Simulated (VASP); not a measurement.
A run of VASP 6.6.1:

File POSCAR:

```
Pt
1.0
    0.0000000000      1.9677777519      1.9677777519
    1.9677777519      0.0000000000      1.9677777519
    1.9677777519      1.9677777519      0.0000000000
Pt
1
Direct
    0.0000000000      0.0000000000      0.0000000000
```

File INCAR.step1:

```
PREC = Accurate
ENCUT = 520
ISMEAR = -1
SIGMA = 0.05
LREAL = F
LASPH = T
NELM = 60
NBANDS = 11
GGA = PE
ALGO = Normal
EDIFF = 1E-4
LWAVE = T
LCHARG = F
```

The input INCAR.step2:

```
PREC = Accurate
ENCUT = 520
EDIFF = 1E-6
ISMEAR = -1
SIGMA = 0.05
LREAL = F
LASPH = T
NELM = 60
ALGO = Normal
ISIF = 2
LWAVE = F
LCHARG = F
METAGGA = R2SCAN
LMIXTAU = T
NBANDS = 11
ISTART = 1
```

KPOINTS

```
regular mesh
0
Gamma
  24 24 24
```

Potentials or basis: VASP PAW PBE potentials, release 64 (Pt).

The run is started by

```bash
$ cat potpaw_PBE.64/Pt/POTCAR > POTCAR
$ cp INCAR.step1 INCAR
$ mpirun -np 1 vasp_std > vasp.out
$ cp INCAR.step2 INCAR
$ mpirun -np 1 vasp_std > vasp.out
```

Hardware: 1 thread of Intel(R) Xeon(R) 6975P-C (Granite Rapids), with other jobs on the host.

Task: Estimate the wall time of this run.

Result: Run time: 74 s on 1 thread of Intel(R) Xeon(R) 6975P-C (Granite Rapids), with other jobs on the host, peak memory 0.2 GiB. Counts: k points 413.
